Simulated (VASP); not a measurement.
# SnO2 (P-3m1) in VASP: further runs, part 3 of 3

VASP 6.6.1. The steps go on from the part before.

## Step 6: Single point, PBE+D3(BJ) (volume scaled by 1.06, then relaxed in part)

The input, INCAR:

```
PREC = Accurate
ENCUT = 520
EDIFF = 1E-6
ISMEAR = 0
SIGMA = 0.02
LREAL = False
LASPH = True
NELM = 80
ALGO = Normal
ISIF = 2
LWAVE = False
LCHARG = False
GGA = PE
IVDW = 12
NBANDS = 20
```

The input, KPOINTS:

```
Automatic mesh
0
Gamma
  12 12 6
```

The input, POSCAR:

```
SnO2
1.0
    3.2236876104      0.0000000000      0.0000000000
   -1.6118438052      2.7917953645      0.0000000000
    0.0000000000      0.0000000000      4.8478994695
Sn O
1 2
Direct
    0.0000000000      0.0000000000      0.5000000000
    0.3333333333      0.6666666667      0.7086168965
    0.6666666667      0.3333333333      0.2913831035
```

Potentials or basis: VASP PAW PBE potentials, release 64 (Sn_d, O).

Command:

```sh
$ cat potpaw_PBE.64/Sn_d/POTCAR potpaw_PBE.64/O/POTCAR > POTCAR
$ mpirun -np 1 vasp_std > vasp.out
```

OUTCAR:

```text
PREC = Accurate
   ENCUT = 520
   EDIFF = 1E-6
   ISMEAR = 0
   LREAL = False
   LASPH = True
   NELM = 80
   ISIF = 2
   GGA = PE
   IVDW = 12
 IVDW          = 12

 ion  position               nearest neighbor table
   1  0.000  0.000  0.500-   2 2.12   3 2.12   3 2.12   2 2.12   3 2.12   2 2.12
   2  0.333  0.667  0.709-   1 2.12   1 2.12   1 2.12
   3  0.667  0.333  0.291-   1 2.12   1 2.12   1 2.12

  LATTYP: Found a hexagonal cell.
 ALAT       =     3.2236876104
 C/A-ratio  =     1.5038366168

  Lattice vectors:

 A1 = (   3.2236876104,   0.0000000000,   0.0000000000)
 A2 = (  -1.6118438052,   2.7917953645,   0.0000000000)
 A3 = (   0.0000000000,   0.0000000000,   4.8478994695)

Analysis of symmetry for initial positions (statically):
=====================================================================
 Subroutine PRICEL returns:
 Original cell was already a primitive cell.

 Routine SETGRP: Setting up the symmetry group for a
 hexagonal supercell.

 Subroutine GETGRP returns: Found 12 space group operations
 (whereof 12 operations were pure point group operations)
 out of a pool of 24 trial point group operations.

The static configuration has the point symmetry D_3d.

Analysis of symmetry for dynamics (positions and initial velocities):
=====================================================================
 Subroutine PRICEL returns:
 Original cell was already a primitive cell.

 Routine SETGRP: Setting up the symmetry group for a
 hexagonal supercell.

 Subroutine GETGRP returns: Found 12 space group operations
 (whereof 12 operations were pure point group operations)
 out of a pool of 24 trial point group operations.

The dynamic configuration has the point symmetry D_3d.

 Subroutine INISYM returns: Found 12 space group operations
 (whereof 12 operations are pure point group operations),
 and found     1 'primitive' translations

----------------------------------------------------------------------------------------

                                     Primitive cell

  volume of cell :      43.6305

  direct lattice vectors                    reciprocal lattice vectors
     3.223687610  0.000000000  0.000000000     0.310203754  0.179096221  0.000000000
    -1.611843805  2.791795364  0.000000000     0.000000000  0.358192442  0.000000000
     0.000000000  0.000000000  4.847899469     0.000000000  0.000000000  0.206274904

  length of vectors
     3.223687610  3.223687610  4.847899469     0.358192442  0.358192442  0.206274904

  position of ions in fractional coordinates (direct lattice)
     0.000000000  0.000000000  0.500000000
     0.333333333  0.666666667  0.708616896
     0.666666667  0.333333333  0.291383104

  ion indices of the primitive-cell ions
   primitive index   ion index
                 1           1
                 2           2
                 3           3

----------------------------------------------------------------------------------------

 KPOINTS: Automatic mesh

Automatic generation of k-mesh.
 Grid dimensions read from file:
 generate k-points for:   12   12    6

 Generating k-lattice:

  Cartesian coordinates                     Fractional coordinates (reciprocal lattice)
     0.025850313  0.014924685  0.000000000     0.083333333 -0.000000000  0.000000000
     0.000000000  0.029849370  0.000000000     0.000000000  0.083333333  0.000000000
     0.000000000  0.000000000  0.034379151     0.000000000  0.000000000  0.166666667

  Length of vectors
     0.029849370  0.029849370  0.034379151

  Shift w.r.t. Gamma in fractional coordinates (k-lattice)
     0.000000000  0.000000000  0.000000000

 Subroutine IBZKPT returns following result:
 ===========================================

 Found    100 irreducible k-points:

 Following reciprocal coordinates:
            Coordinates               Weight
  0.000000  0.000000  0.000000      1.000000
  0.083333 -0.000000  0.000000      6.000000
  0.166667  0.000000  0.000000      6.000000
  0.250000  0.000000  0.000000      6.000000
  0.333333  0.000000  0.000000      6.000000
  0.416667  0.000000  0.000000      6.000000
[... 16 lines left out ...]
  0.166667  0.000000  0.166667      6.000000
  0.000000  0.166667  0.166667      6.000000
 [... further k-points ...]
   k-points           NKPTS =    100   k-points in BZ     NKDIM =    100   number of bands    NBANDS=     20
   number of dos      NEDOS =    301   number of ions     NIONS =      3
   total plane-waves  NPLWV =  20736
   dimension x,y,z NGX =    24 NGY =   24 NGZ =   36
   dimension x,y,z NGXF=    48 NGYF=   48 NGZF=   72
   ions per type =               1   2
   NGX,Y,Z   is equivalent  to a cutoff of  12.38, 12.38, 12.35 a.u.
   NGXF,Y,Z  is equivalent  to a cutoff of  24.75, 24.75, 24.69 a.u.
 SYSTEM =  unknown system
   PREC   = accura    normal or accurate (medium, high low for compatibility)
   ISTART =      0    job   : 0-new  1-cont  2-samecut
   ICHARG =      2    charge: 1-file 2-atom 10-const
   ISPIN  =      1    spin polarized calculation?
   LNONCOLLINEAR =      F non collinear calculations
   LSORBIT =      F    spin-orbit coupling
   LASPH  =      T    aspherical Exc in radial PAW
   ENCUT  =  520.0 eV  38.22 Ry    6.18 a.u.   5.99  5.99  9.01*2*pi/ulx,y,z
   NELM   =     80;   NELMIN=  2; NELMDL= -5     # of ELM steps
   EDIFF  = 0.1E-05   stopping-criterion for ELM
   LREAL  =      F    real-space projection
   EDIFFG = 0.1E-04   stopping-criterion for IOM
   NSW    =      0    number of steps for IOM
   IBRION =     -1    ionic relax: 0-MD 1-quasi-New 2-CG
   NFREE  =      0    steps in history (QN), initial steepest desc. (CG)
   ISIF   =      2    stress and relaxation
   ISYM   =      2    0-nonsym 1-usesym 2-fastsym
   POTIM  = 0.5000    time-step for ionic-motion
   TEBEG  =    0.0;   TEEND  =   0.0 temperature during run
   PSTRESS=    0.0 pullay stress
   NELECT =      26.0000    total number of electrons
   NUPDOWN=      -1.0000    fix difference up-down
   EMIN   =  10.00;   EMAX   =-10.00  energy-range for DOS
   EFERMI =   0.00;   METHOD = LEGACY
   ISMEAR =     0;   SIGMA  =   0.02  broadening in eV -4-tet -1-fermi 0-gaus
   EFERMI_NEDOS =   21; number of points for ismear=-14 and -15
   IALGO  =     38    algorithm
   IMIX   =      4    mixing-type and parameters
     AMIX     =   0.40;   BMIX     =  1.00
     AMIX_MAG =   1.60;   BMIX_MAG =  1.00
  volume/ion in A,a.u.               =      14.54        98.14
  Fermi-wavevector in a.u.,A,eV,Ry     =   1.377640  2.603363 25.822407  1.897893
  Thomas-Fermi vector in A             =   2.502775
   LORBIT       =      0    0 simple, 1 ext, 2 COOP (PROOUT), +10 PAW based schemes
   GGA     = PE    functional components
   LHFCALC =     F    Hartree Fock is set to
   AEXX    =    0.0000 exact exchange contribution
   IVDW    =    12    specifies the selected vdW correction
   LEPSILON=     F    determine dielectric tensor
   LRPA    =     F    only Hartree local field effects (RPA)
 non-spin polarized calculation
 Gauss-broadening in eV      SIGMA  =   0.02
  energy-cutoff  :      520.00
  volume of cell :       43.63
 maximum number of plane-waves:      1194
   NGX = 11   NGY = 11   NGZ = 19

 number of electron      25.9999995 magnetization

 Free energy of the ion-electron system (eV)
  ---------------------------------------------------
  ext. energy  EPLUGINS =         0.00000000
  ---------------------------------------------------
  free energy    TOTEN  =       -18.17263255 eV

  energy without entropy =      -18.17263255  energy(sigma->0) =      -18.17263255

 E-fermi :   3.4061     XC(G=0):  -9.9524

 val. band max:        3.2239113454   @ k =   0.1667   0.0833   0.0000
 cond. band min:       5.2354675914   @ k =   0.0000   0.0000   0.0000
 fundamental gap:      2.0115562460
 Fermi energy:         3.4060751204

 k-point     1 :       0.0000    0.0000    0.0000
  band No.  band energies     occupation
      1     -16.7673      2.00000
      2     -16.5404      2.00000
      3     -16.5404      2.00000
      4     -16.3574      2.00000
      5     -16.3574      2.00000
      6     -14.7184      2.00000
[... 12 lines left out ...]
     19      20.4705      0.00000
[... 513 lines left out ...]
      4     -16.3972      2.00000
      5     -16.3535      2.00000
      6     -14.5018      2.00000
[... 12 lines left out ...]
     19      17.6904      0.00000
     20      20.6098      0.00000

 [... further k-points ...]

------------------------ aborting loop because EDIFF is reached ----------------------------------------

 Edisp (eV)   -0.52746

 E8    (eV) :    -0.2075

  FORCE on cell =-STRESS in cart. coord.  units (eV):
  Direction    XX          YY          ZZ          XY          YZ          ZX
  --------------------------------------------------------------------------------------
  -------------------------------------------------------------------------------------
  Total      -0.12738    -0.12738    -0.26443    -0.00000     0.00000     0.00000
  in kB      -4.67748    -4.67748    -9.71036    -0.00000     0.00000     0.00000
  external pressure =       -6.36 kB  Pullay stress =        0.00 kB

 VOLUME and BASIS-vectors are now :
 -----------------------------------------------------------------------------
  energy-cutoff  :      520.00
  volume of cell :       43.63
      direct lattice vectors                 reciprocal lattice vectors
     3.223687610  0.000000000  0.000000000     0.310203754  0.179096221  0.000000000
    -1.611843805  2.791795364  0.000000000     0.000000000  0.358192442  0.000000000
     0.000000000  0.000000000  4.847899469     0.000000000  0.000000000  0.206274904

 POSITION                                       TOTAL-FORCE (eV/Angst)
 -----------------------------------------------------------------------------------
      0.00000      0.00000      2.42395         0.000000      0.000000      0.000000
     -0.00000      1.86120      3.43530         0.000000      0.000000      0.050958
      1.61184      0.93060      1.41260        -0.000000     -0.000000     -0.050958
 -----------------------------------------------------------------------------------
    total drift:                                0.000000      0.000000     -0.000000

  FREE ENERGIE OF THE ION-ELECTRON SYSTEM (eV)
  ---------------------------------------------------
  free  energy   TOTEN  =       -18.7000923438 eV

  energy  without entropy=      -18.7000923438  energy(sigma->0) =      -18.70009234
```

It took 87 s on 1 thread of Intel Xeon 8259CL, shared host; peak memory 0.22 GiB.

Results:

```
Free energy                : -18.7001 eV
Pressure                   : -0.6 GPa
Largest force              : 0.051 eV/Å
Band gap on the k mesh     : 2.01 eV, indirect (least direct gap 2.14 eV)
Dispersion energy per atom : -0.176 eV
```

Forces in eV/Å, atoms in the order of the input:
```
Sn   0.000  0.000  0.000
O    0.000  0.000  0.051
O    0.000  0.000 -0.051
```

Caveat: spin-orbit coupling is left out, which moves the levels of the heavy elements. A k mesh can miss the band edges.

## Step 7: The runs side by side

```tsv
cell	gap on the mesh (eV)	pressure (GPa)	largest force (eV/Å)
a = 3.204, b = 3.204, c = 4.352 Å, angles 90.0, 90.0, 120.0°, 3 atoms	1.68	3.2	0.05
a = 3.211, b = 3.211, c = 4.471 Å, angles 90.0, 90.0, 120.0°, 3 atoms	1.77	1.7	0.05
a = 3.216, b = 3.216, c = 4.594 Å, angles 90.0, 90.0, 120.0°, 3 atoms	1.85	0.6	0.05
a = 3.220, b = 3.220, c = 4.721 Å, angles 90.0, 90.0, 120.0°, 3 atoms	1.94	-0.2	0.05
a = 3.224, b = 3.224, c = 4.848 Å, angles 90.0, 90.0, 120.0°, 3 atoms	2.01	-0.6	0.05
```

Alike in all rows: task single point; level PBE+D3(BJ); potentials or basis VASP PAW PBE potentials, release 64 (Sn_d, O); no spin polarisation; k mesh 12 × 12 × 6; cutoff (eV) 520; smearing gaussian 0.02 eV.

Caveats: spin-orbit coupling is left out, which moves the levels of the heavy elements.

Total energies depend on the potentials used, so only differences within one code and one set of settings carry meaning.
